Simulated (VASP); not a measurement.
# InAgTe2 (I-42d) in VASP: a series of runs, part 2 of 2

VASP 6.6.1. Earlier steps stand in the parts before.

### Step 3. Single point, r2SCAN (36.13 Å³/atom)

This run uses another cell than the first one, of 36.13 Å³/atom.

Contents of POSCAR:

```
InAgTe2
1.0
   -3.3210960864      3.3210960864      6.5517314508
    3.3210960864     -3.3210960864      6.5517314508
    3.3210960864      3.3210960864     -6.5517314508
Ag Te In
2 4 2
Direct
    0.0000000000      0.0000000000      0.0000000000
    0.7500000000      0.2500000000      0.5000000000
    0.3750000000      0.3719465341      0.4969465341
    0.1219465341      0.6250000000     -0.0030534659
    0.8750000000      0.8780534659      0.5030534659
    0.6280534659      0.1250000000      0.0030534659
    0.5000000000      0.5000000000      0.0000000000
    0.2500000000      0.7500000000      0.5000000000
```

Contents of INCAR.step1:

```
SYSTEM = InAgTe2
ALGO     = Normal         ! electronic algorithm
EDIFF    = 1E-5           ! SCF threshold, eV
ENCUT    = 550            ! plane-wave cutoff, eV
GGA      = PE             ! functional
GGA_COMPAT= .FALSE.      
ISMEAR   = -1             ! smearing method
LASPH    = .TRUE.         ! aspherical terms in the spheres
LCHARG   = .FALSE.        ! write CHGCAR
LREAL    = .FALSE.        ! projectors in reciprocal space
LWAVE    = .TRUE.         ! write WAVECAR
NBANDS   = 46             ! bands
NELM     = 120            ! most SCF steps
PREC     = Accurate       ! precision mode
SIGMA    = 0.02           ! smearing width, eV
```

Contents of INCAR.step2:

```
SYSTEM = InAgTe2
ALGO     = Normal         ! electronic algorithm
EDIFF    = 1E-6           ! SCF threshold, eV
ENCUT    = 550            ! plane-wave cutoff, eV
GGA_COMPAT= .FALSE.      
ISIF     = 2              ! what is computed and relaxed
ISMEAR   = -1             ! smearing method
ISTART   = 1            
LASPH    = .TRUE.         ! aspherical terms in the spheres
LCHARG   = .TRUE.         ! write CHGCAR
LELF     = .TRUE.         ! ELF
LMIXTAU  = .TRUE.       
LREAL    = .FALSE.        ! projectors in reciprocal space
LVHAR    = .TRUE.       
LWAVE    = .FALSE.        ! write WAVECAR
METAGGA  = R2SCAN         ! meta-GGA
NBANDS   = 46             ! bands
NELM     = 120            ! most SCF steps
PREC     = Accurate       ! precision mode
SIGMA    = 0.02           ! smearing width, eV
```

Contents of KPOINTS:

```
k-points
0
G
  4 4 4
  0 0 0
```

Potentials or basis: VASP PAW PBE potentials, release 64 (Ag, Te, In_d).

Run with:

```
> cat potpaw_PBE.64/Ag/POTCAR potpaw_PBE.64/Te/POTCAR potpaw_PBE.64/In_d/POTCAR > POTCAR
> cp INCAR.step1 INCAR
> mpirun -np 1 vasp_std > vasp.out
> cp INCAR.step2 INCAR
> mpirun -np 1 vasp_std > vasp.out
```

OUTCAR:

```text
SYSTEM = InAgTe2
   EDIFF = 1E-6
   ENCUT = 550
   ISIF = 2
   ISMEAR = -1
   ISTART = 1
   LASPH = .TRUE.
   LREAL = .FALSE.
   METAGGA = R2SCAN
   NELM = 120
   PREC = Accurate

 ion  position               nearest neighbor table
   1  0.000  0.000  0.000-   3 2.85   5 2.85   6 2.85   4 2.85
   2  0.750  0.250  0.500-   4 2.85   5 2.85   6 2.85   3 2.85
   3  0.375  0.372  0.497-   1 2.85   2 2.85   7 2.87   8 2.87
   4  0.122  0.625  0.997-   2 2.85   1 2.85   8 2.87   7 2.87
   5  0.875  0.878  0.503-   1 2.85   2 2.85   8 2.87   7 2.87
   6  0.628  0.125  0.003-   1 2.85   2 2.85   7 2.87   8 2.87
   7  0.500  0.500  0.000-   4 2.87   6 2.87   3 2.87   5 2.87
   8  0.250  0.750  0.500-   3 2.87   5 2.87   4 2.87   6 2.87

  LATTYP: Found a body centered tetragonal cell.
 ALAT       =     6.6421921728
 C/A-ratio  =     1.9727617872

  Lattice vectors:

 A1 = (  -3.3210960864,   3.3210960864,   6.5517314508)
 A2 = (   3.3210960864,  -3.3210960864,   6.5517314508)
 A3 = (   3.3210960864,   3.3210960864,  -6.5517314508)

Analysis of symmetry for initial positions (statically):
=====================================================================
 Subroutine PRICEL returns:
 Original cell was already a primitive cell.

 Routine SETGRP: Setting up the symmetry group for a
 body centered tetragonal supercell.

 Subroutine GETGRP returns: Found  8 space group operations
 (whereof  4 operations were pure point group operations)
 out of a pool of 16 trial point group operations.

The static configuration has the point symmetry S_4 .
 The point group associated with its full space group is D_2d.

Analysis of symmetry for dynamics (positions and initial velocities):
=====================================================================
 Subroutine PRICEL returns:
 Original cell was already a primitive cell.

 Routine SETGRP: Setting up the symmetry group for a
 body centered tetragonal supercell.

 Subroutine GETGRP returns: Found  8 space group operations
 (whereof  4 operations were pure point group operations)
 out of a pool of 16 trial point group operations.

The dynamic configuration has the point symmetry S_4 .
 The point group associated with its full space group is D_2d.

 Subroutine INISYM returns: Found  8 space group operations
 (whereof  4 operations are pure point group operations),
 and found     1 'primitive' translations

----------------------------------------------------------------------------------------

                                     Primitive cell

  volume of cell :     289.0540

  direct lattice vectors                    reciprocal lattice vectors
    -3.321096086  3.321096086  6.551731451     0.000000000  0.150552705  0.076315704
     3.321096086 -3.321096086  6.551731451     0.150552705  0.000000000  0.076315704
     3.321096086  3.321096086 -6.551731451     0.150552705  0.150552705  0.000000000

  length of vectors
     8.061299116  8.061299116  8.061299116     0.168790414  0.168790414  0.212913678

  position of ions in fractional coordinates (direct lattice)
     0.000000000  0.000000000  0.000000000
     0.750000000  0.250000000  0.500000000
     0.375000000  0.371946534  0.496946534
     0.121946534  0.625000000  0.996946534
[... 51 lines left out ...]
  0.250000  0.250000  0.250000      2.000000
 -0.250000  0.250000  0.250000      4.000000
  0.500000  0.500000  0.250000      4.000000
 -0.250000  0.500000  0.250000      8.000000
 -0.250000 -0.250000  0.250000      2.000000
  0.500000  0.500000  0.500000      1.000000
   k-points           NKPTS =     13   k-points in BZ     NKDIM =     13   number of bands    NBANDS=     46
   number of dos      NEDOS =    301   number of ions     NIONS =      8
   total plane-waves  NPLWV = 262144
   dimension x,y,z NGX =    64 NGY =   64 NGZ =   64
   dimension x,y,z NGXF=   128 NGYF=  128 NGZF=  128
   ions per type =               2   4   2
   NGX,Y,Z   is equivalent  to a cutoff of  13.20, 13.20, 13.20 a.u.
   NGXF,Y,Z  is equivalent  to a cutoff of  26.40, 26.40, 26.40 a.u.
 SYSTEM =  InAgTe2
[... 17 lines left out ...]
   POTIM  = 0.5000    time-step for ionic-motion
   TEBEG  =    0.0;   TEEND  =   0.0 temperature during run
   PSTRESS=    0.0 pullay stress
   NELECT =      72.0000    total number of electrons
   NUPDOWN=      -1.0000    fix difference up-down
   EMIN   =  10.00;   EMAX   =-10.00  energy-range for DOS
   EFERMI =   0.00;   METHOD = LEGACY
   ISMEAR =    -1;   SIGMA  =   0.02  broadening in eV -4-tet -1-fermi 0-gaus
   EFERMI_NEDOS =   21; number of points for ismear=-14 and -15
   IALGO  =     38    algorithm
   IMIX   =      4    mixing-type and parameters
     AMIX     =   0.40;   BMIX     =  1.00
     AMIX_MAG =   1.60;   BMIX_MAG =  1.00
  volume/ion in A,a.u.               =      36.13       243.83
  Fermi-wavevector in a.u.,A,eV,Ry     =   1.030052  1.946517 14.435891  1.061008
  Thomas-Fermi vector in A             =   2.164131
   LORBIT       =      0    0 simple, 1 ext, 2 COOP (PROOUT), +10 PAW based schemes
   METAGGA = R2SCAN    functional components
   LHFCALC =     F    Hartree Fock is set to
   AEXX    =    0.0000 exact exchange contribution
   IVDW    =     0    specifies the selected vdW correction
   LEPSILON=     F    determine dielectric tensor
   LRPA    =     F    only Hartree local field effects (RPA)
 non-spin polarized calculation
  energy-cutoff  :      550.00
  volume of cell :      289.05
 maximum number of plane-waves:      8497
 NGX is ok and might be reduce to    64
   NGX = 31   NGY = 31   NGZ = 31

 number of electron      72.0000011 magnetization

 Free energy of the ion-electron system (eV)
  ---------------------------------------------------
  ext. energy  EPLUGINS =         0.00000000
  ---------------------------------------------------
  free energy    TOTEN  =      -192.41553438 eV

  energy without entropy =     -192.41553329  energy(sigma->0) =     -192.41553383

 E-fermi :   3.6355     XC(G=0):  -8.8592

 val. band max:        3.4471337149   @ k =   0.0000   0.0000   0.0000
 cond. band min:       3.8233900340   @ k =   0.0000   0.0000   0.0000
 fundamental gap:      0.3762563192
 Fermi energy:         3.6355168117

 k-point     1 :       0.0000    0.0000    0.0000
  band No.  band energies     occupation
      1     -11.7228      2.00000
      2     -11.7187      2.00000
      3     -11.7187      2.00000
      4     -11.6679      2.00000
      5     -11.6543      2.00000
      6     -11.6543      2.00000
[... 626 lines left out ...]
     45       9.3810      0.00000
     46       9.3810      0.00000

------------------------ aborting loop because EDIFF is reached ----------------------------------------

  FORCE on cell =-STRESS in cart. coord.  units (eV):
  Direction    XX          YY          ZZ          XY          YZ          ZX
  --------------------------------------------------------------------------------------
  -------------------------------------------------------------------------------------
  Total       -3.9890314     -3.9890314     -3.9797754      0.0000000     -0.0000000      0.0000000
  in kB      -22.1105259    -22.1105259    -22.0592214      0.0000000     -0.0000000      0.0000000
  external PRESSURE =     -22.0934244 kB  Pullay stress =       0.0000000 kB

 VOLUME and BASIS-vectors are now :
 -----------------------------------------------------------------------------
  energy-cutoff  :      550.00
  volume of cell :      289.05
      direct lattice vectors                 reciprocal lattice vectors
    -3.321096086  3.321096086  6.551731451     0.000000000  0.150552705  0.076315704
     3.321096086 -3.321096086  6.551731451     0.150552705  0.000000000  0.076315704
     3.321096086  3.321096086 -6.551731451     0.150552705  0.150552705  0.000000000

 POSITION                                       TOTAL-FORCE (eV/Angst)
 -----------------------------------------------------------------------------------
      0.00000      0.00000      0.00000        -0.000000     -0.000000     -0.000000
      0.00000      3.32110      3.27587        -0.000000      0.000000      0.000000
      1.64027      1.66055      1.63793         0.084994      0.000000      0.000000
      4.98164      1.64027     -1.63793        -0.000000      0.084994      0.000000
      1.68083      1.66055      8.18966        -0.084994      0.000000     -0.000000
     -1.66055      1.68083      4.91380        -0.000000     -0.084994     -0.000000
      0.00000      0.00000      6.55173        -0.000000     -0.000000      0.000000
      3.32110      0.00000      3.27587        -0.000000      0.000000     -0.000000
 -----------------------------------------------------------------------------------
    total drift:                               -0.000001     -0.000001     -0.000001

  FREE ENERGIE OF THE ION-ELECTRON SYSTEM (eV)
  ---------------------------------------------------
  free  energy   TOTEN  =      -192.4155343774 eV

  energy  without entropy=     -192.4155332888  energy(sigma->0) =     -192.41553383
```

It took 11 min on 1 thread of AMD EPYC 9R45 (Zen 5), shared host; peak memory 0.69 GiB.

What came out:

```
Free energy            : -192.4155 eV
Pressure               : -2.2 GPa
Largest force          : 0.085 eV/Å
Band gap on the k mesh : 0.38 eV
```

Forces in eV/Å, atoms in the order of the input:
```
Ag   0.000  0.000  0.000
Ag   0.000  0.000  0.000
Te   0.085  0.000  0.000
Te   0.000  0.085  0.000
Te  -0.085  0.000  0.000
Te   0.000 -0.085  0.000
In   0.000  0.000  0.000
In   0.000  0.000  0.000
```

Levels at points of the mesh, in eV from the valence-band top:
```tsv
k point	band 33	band 34	band 35	band 36	band 37	band 38	band 39	band 40
(0.00, 0.00, 0.00)	-1.73	-0.09	-0.09	0.00	0.38	2.14	2.49	3.83
(0.50, 0.00, 0.00)	-1.50	-1.11	-1.09	-0.51	1.88	2.26	3.29	3.85
(0.50, 0.50, 0.00)	-0.83	-0.83	-0.46	-0.46	1.19	1.19	3.22	3.22
(0.50, 0.50, 0.50)	-1.18	-1.18	-0.85	-0.85	1.74	1.74	2.47	2.47
```

Caveat: semilocal functionals underestimate gaps, and a narrow one can read as zero; the PAW data sets were made with another functional, which shifts forces and pressure a little; spin-orbit coupling is left out, which moves the levels of the heavy elements.

### Step 4. Single point, r2SCAN (32.04 Å³/atom)

This run uses another cell than the first one, of 32.04 Å³/atom.

POSCAR, as its differences from that of step 3:

```diff
@@ -2,5 +2,5 @@
 1.0
-   -3.3210960864      3.3210960864      6.5517314508
-    3.3210960864     -3.3210960864      6.5517314508
-    3.3210960864      3.3210960864     -6.5517314508
+   -3.1907205563      3.1907205563      6.2945315870
+    3.1907205563     -3.1907205563      6.2945315870
+    3.1907205563      3.1907205563     -6.2945315870
 Ag Te In
```

Contents of INCAR.step1:

```
  ALGO = Normal
  EDIFF = 1E-5
  ENCUT = 550
  GGA = PE
  GGA_COMPAT = F
  ISMEAR = -1
  LASPH = T
  LCHARG = F
  LREAL = F
  LWAVE = T
  NBANDS = 46
  NELM = 120
  PREC = Accurate
  SIGMA = 0.02
```

Contents of INCAR.step2:

```
  ALGO = Normal
  EDIFF = 1E-6
  ENCUT = 550
  GGA_COMPAT = F
  ISIF = 2
  ISMEAR = -1
  ISTART = 1
  LASPH = T
  LCHARG = F
  LMIXTAU = T
  LREAL = F
  LWAVE = F
  METAGGA = R2SCAN
  NBANDS = 46
  NELM = 120
  PREC = Accurate
  SIGMA = 0.02
```

Contents of KPOINTS:

```
k-points
0
Gamma
  4 4 4
```

Run with:

```
> cat potpaw_PBE.64/Ag/POTCAR potpaw_PBE.64/Te/POTCAR potpaw_PBE.64/In_d/POTCAR > POTCAR
> cp INCAR.step1 INCAR
> mpirun -np 1 vasp_std > vasp.out
> cp INCAR.step2 INCAR
> mpirun -np 1 vasp_std > vasp.out
```

It took 19 min on 1 thread of Oxide Virtual Turin-like, shared host; peak memory 0.59 GiB.

Results (log left out):

- Free energy: -192.3876 eV
- Pressure: 3.0 GPa
- Largest force: 0.140 eV/Å
- Band gap on the k mesh: 0.73 eV

Forces on the atoms (eV/Å):
```
Ag   0.000  0.000  0.000
Ag   0.000  0.000  0.000
Te  -0.140  0.000  0.000
Te   0.000 -0.140  0.000
Te   0.140  0.000  0.000
Te   0.000  0.140  0.000
In   0.000  0.000  0.000
In   0.000  0.000  0.000
```

Stress tensor (GPa, compression positive):
```
3.05 0.00 0.00
0.00 3.05 0.00
0.00 0.00 2.96
```

Levels at points of the mesh, in eV from the valence-band top:
```csv
k point,band 32,band 33,band 34,band 35,band 36,band 37,band 38,band 39,band 40,band 41
"(0.00, 0.00, 0.00)",-2.13,-2.13,-0.09,-0.09,0.00,0.73,2.24,2.26,3.82,3.82
"(0.50, 0.00, 0.00)",-1.95,-1.77,-1.40,-1.34,-0.67,2.22,2.57,3.25,3.99,4.13
"(0.50, 0.50, 0.00)",-1.50,-0.99,-0.99,-0.59,-0.59,1.38,1.38,3.31,3.31,4.52
"(0.50, 0.50, 0.50)",-1.90,-1.42,-1.42,-1.09,-1.09,1.88,1.88,2.26,2.26,3.05
```

Caveat: the cell stands under pressure; semilocal functionals underestimate gaps, and a narrow one can read as zero; the PAW data sets were made with another functional, which shifts forces and pressure a little; spin-orbit coupling is left out, which moves the levels of the heavy elements.

### Step 5. Single point, r2SCAN (33.06 Å³/atom)

This run uses another cell than the first one, of 33.06 Å³/atom.

POSCAR, as its differences from that of step 4:

```diff
@@ -2,5 +2,5 @@
 1.0
-   -3.1907205563      3.1907205563      6.2945315870
-    3.1907205563     -3.1907205563      6.2945315870
-    3.1907205563      3.1907205563     -6.2945315870
+   -3.2243095568      3.2243095568      6.3607946837
+    3.2243095568     -3.2243095568      6.3607946837
+    3.2243095568      3.2243095568     -6.3607946837
 Ag Te In
```

Contents of INCAR.step1:

```
PREC = Accurate
ENCUT = 550
ISMEAR = -1
SIGMA = 0.02
LREAL = False
LASPH = True
NELM = 120
NBANDS = 46
GGA = PE
ALGO = Normal
EDIFF = 1E-5
LWAVE = True
LCHARG = False
GGA_COMPAT = False
```

Contents of INCAR.step2:

```
PREC = Accurate
ENCUT = 550
EDIFF = 1E-6
ISMEAR = -1
SIGMA = 0.02
LREAL = False
LASPH = True
NELM = 120
ALGO = Normal
ISIF = 2
LWAVE = False
LCHARG = False
METAGGA = R2SCAN
LMIXTAU = True
NBANDS = 46
ISTART = 1
GGA_COMPAT = False
```

Contents of KPOINTS:

```
regular mesh
0
Gamma
  4 4 4
```

Run with:

```
> cat potpaw_PBE.64/Ag/POTCAR potpaw_PBE.64/Te/POTCAR potpaw_PBE.64/In_d/POTCAR > POTCAR
> cp INCAR.step1 INCAR
> mpirun -np 1 vasp_std > vasp.out
> cp INCAR.step2 INCAR
> mpirun -np 1 vasp_std > vasp.out
```

Wall time 25 min (1 thread of Oxide Virtual Turin-like, shared host); peak memory 0.59 GiB.

The run converged. Its results:

| Property | Result |
| --- | --- |
| Free energy | -192.4998 eV |
| Pressure | 1.3 GPa |
| Largest force | 0.076 eV/Å |
| Band gap on the k mesh | 0.63 eV |

Forces on the atoms (eV/Å):
```
Ag   0.000  0.000  0.000
Ag   0.000  0.000  0.000
Te  -0.076  0.000  0.000
Te   0.000 -0.076  0.000
Te   0.076  0.000  0.000
Te   0.000  0.076  0.000
In   0.000  0.000  0.000
In   0.000  0.000  0.000
```

Levels at points of the mesh, in eV from the valence-band top:
```
           k point  band 33  band 34  band 35  band 36  band 37  band 38  band 39  band 40
(0.00, 0.00, 0.00)    -2.01    -0.09    -0.09     0.00     0.63     2.24     2.31     3.82
(0.50, 0.00, 0.00)    -1.70    -1.32    -1.27    -0.63     2.13     2.50     3.26     3.95
(0.50, 0.50, 0.00)    -0.94    -0.94    -0.56    -0.56     1.33     1.33     3.29     3.29
(0.50, 0.50, 0.50)    -1.35    -1.35    -1.02    -1.02     1.86     1.86     2.32     2.32
```

Caveat: semilocal functionals underestimate gaps, and a narrow one can read as zero; the PAW data sets were made with another functional, which shifts forces and pressure a little; spin-orbit coupling is left out, which moves the levels of the heavy elements.

### Step 6. Single point, r2SCAN

This run uses another cell than the first one, of 34.09 Å³/atom.

POSCAR, as its differences from that of step 5:

```diff
@@ -2,5 +2,5 @@
 1.0
-   -3.2243095568      3.2243095568      6.3607946837
-    3.2243095568     -3.2243095568      6.3607946837
-    3.2243095568      3.2243095568     -6.3607946837
+   -3.2572129473      3.2572129473      6.4257052351
+    3.2572129473     -3.2572129473      6.4257052351
+    3.2572129473      3.2572129473     -6.4257052351
 Ag Te In
```

Contents of INCAR.step1:

```
ALGO = Normal
EDIFF = 1E-5
ENCUT = 550
GGA = PE
GGA_COMPAT = F
ISMEAR = -1
LASPH = T
LCHARG = F
LREAL = F
LWAVE = T
NBANDS = 46
NELM = 120
PREC = Accurate
SIGMA = 0.02
```

Contents of INCAR.step2:

```
ALGO = Normal
EDIFF = 1E-6
ENCUT = 550
GGA_COMPAT = F
ISIF = 2
ISMEAR = -1
ISTART = 1
LASPH = T
LCHARG = T
LELF = T
LMIXTAU = T
LREAL = F
LVHAR = T
LWAVE = F
METAGGA = R2SCAN
NBANDS = 46
NELM = 120
PREC = Accurate
SIGMA = 0.02
```

Contents of KPOINTS:

```
k-points
0
Gamma
  4 4 4
```

Potentials or basis: VASP PAW PBE potentials, release 64 (Ag, Te, In_d).

Run with:

```
> cat potpaw_PBE.64/Ag/POTCAR potpaw_PBE.64/Te/POTCAR potpaw_PBE.64/In_d/POTCAR > POTCAR
> cp INCAR.step1 INCAR
> mpirun -np 1 vasp_std > vasp.out
> cp INCAR.step2 INCAR
> mpirun -np 1 vasp_std > vasp.out
```

Wall time 26 min (1 thread of Oxide Virtual Turin-like, shared host); peak memory 0.6 GiB.

It converged, with:

* Free energy: -192.5336 eV
* Pressure: -0.1 GPa
* Largest force: 0.017 eV/Å
* Band gap on the k mesh: 0.54 eV

Forces in eV/Å, atoms in the order of the input:
```
Ag   0.000  0.000  0.000
Ag   0.000  0.000  0.000
Te  -0.017  0.000  0.000
Te   0.000 -0.017  0.000
Te   0.017  0.000  0.000
Te   0.000  0.017  0.000
In   0.000  0.000  0.000
In   0.000  0.000  0.000
```

Levels at points of the mesh, in eV from the valence-band top:
```csv
k point,band 34,band 35,band 36,band 37,band 38,band 39
"(0.00, 0.00, 0.00)",-0.09,-0.09,0.00,0.54,2.21,2.37
"(0.50, 0.00, 0.00)",-1.24,-1.21,-0.59,2.05,2.42,3.28
"(0.50, 0.50, 0.00)",-0.90,-0.52,-0.52,1.28,1.28,3.27
"(0.50, 0.50, 0.50)",-1.29,-0.96,-0.96,1.82,1.82,2.37
```

Caveat: semilocal functionals underestimate gaps, and a narrow one can read as zero; the PAW data sets were made with another functional, which shifts forces and pressure a little; spin-orbit coupling is left out, which moves the levels of the heavy elements.

### Step 7. The runs side by side

```tsv
cell	gap on the mesh (eV)	pressure (GPa)	largest force (eV/Å)
a = 7.985 Å, angles 131.3, 131.3, 71.3°, 8 atoms	0.45	-1.2	0.04
a = 8.061 Å, angles 131.3, 131.3, 71.3°, 8 atoms	0.38	-2.2	0.08
a = 7.745 Å, angles 131.3, 131.3, 71.3°, 8 atoms	0.73	3.0	0.14
a = 7.826 Å, angles 131.3, 131.3, 71.3°, 8 atoms	0.63	1.3	0.08
a = 7.906 Å, angles 131.3, 131.3, 71.3°, 8 atoms	0.54	-0.1	0.02
```

Alike in all rows: task single point; level r2SCAN; potentials or basis VASP PAW PBE potentials, release 64 (Ag, Te, In_d); no spin polarisation; k mesh 4 × 4 × 4; cutoff (eV) 550; smearing fermi-dirac 0.02 eV.

Caveats: semilocal functionals underestimate gaps, and a narrow one can read as zero; the PAW data sets were made with another functional, which shifts forces and pressure a little; spin-orbit coupling is left out, which moves the levels of the heavy elements; the cell stands under pressure (at least some runs).

Absolute energies hang on the potentials; compare differences alone.
